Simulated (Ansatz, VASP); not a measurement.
**Na in VASP and in Ansatz**

```xyz
1
Lattice="3.1559 0.0000 0.0000 0.0000 3.1559 0.0000 0.0000 0.0000 3.1559" Properties=species:S:1:pos:R:3 pbc="T T T"
Na    0.0000    0.0000    0.0000
```

Change from the starting cell: volume scaled by 0.88, LAPW.

Alike in both runs: task single point; functional LDA; k mesh 12 × 12 × 12; occupations fermi-dirac, width 0.05 eV; no spin polarisation.

|  | VASP | Ansatz |
| --- | --- | --- |
| version | VASP 6.6.1 | Ansatz 0.2.0 |
| potentials or method | VASP PAW LDA potentials, release 64 (Na_pv), cutoff 520 eV | all-electron LAPW, scalar-relativistic |

Ansatz gave:

| Item | Value |
| --- | --- |
| pressure (GPa) | 1.2 |

Which values does VASP return?

Pressure (GPa): 1.1.

LDA's correlation is that of Perdew and Zunger in VASP and of Perdew and Wang (1992) in Ansatz. Ansatz ran all-electron here, and VASP with PAW potentials.
